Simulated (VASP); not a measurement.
A run of VASP 6.6.1 is set up as follows.

The input INCAR:

```
SYSTEM = SiC
ALGO     = Normal         ! electronic algorithm
EDIFF    = 1E-6           ! SCF threshold, eV
ENCUT    = 520            ! plane-wave cutoff, eV
GGA      = PE             ! functional
ISIF     = 2              ! what is computed and relaxed
ISMEAR   = 0              ! smearing method
LASPH    = .True.         ! aspherical terms in the spheres
LCHARG   = .False.        ! write CHGCAR
LREAL    = .False.        ! projectors in reciprocal space
LWAVE    = .False.        ! write WAVECAR
NBANDS   = 26             ! bands
NELM     = 80             ! most SCF steps
PREC     = Accurate       ! precision mode
SIGMA    = 0.05           ! smearing width, eV
```

The input KPOINTS:

```
k-points
0
Gamma
  6 6 6
  0 0 0
```

The input POSCAR:

```
SiC
1.0
    4.3797281854      0.0000000000      0.0000000000
    0.0000000000     -4.3797281854      0.0000000000
    0.0000000000      0.0000000000     -4.3797281854
Si C
4 4
Direct
    0.0158187973      0.0158187973      0.0158187973
    0.5000000000      0.5000000000      0.0000000000
    0.5000000000      0.0000000000      0.5000000000
    0.0000000000      0.5000000000      0.5000000000
    0.7500000000      0.7500000000      0.7500000000
    0.2500000000      0.2500000000      0.7500000000
    0.2500000000      0.7500000000      0.2500000000
    0.7500000000      0.2500000000      0.2500000000
```

Potentials or basis: VASP PAW PBE potentials, release 64 (Si, C).

Run with:

```console
$ cat potpaw_PBE.64/Si/POTCAR potpaw_PBE.64/C/POTCAR > POTCAR
$ mpirun -np 1 vasp_std > vasp.out
```

Estimate the band gap on the k mesh.

0.78 eV.

Predict the pressure.

0.4 GPa.

Predict the largest force.

2.550 eV/Å.

Stress tensor (GPa, compression positive):
```
 0.35  0.68  0.68
 0.68  0.35 -0.68
 0.68 -0.68  0.35
```

Caveat: the cell differs from its parent crystal (atom 1 (Si) moved -0.120 Å towards its neighbour atom 5 (C) at 1.896 Å); forces of over 1 eV/Å act on the atoms, so gaps and moduli don't describe the material at rest.
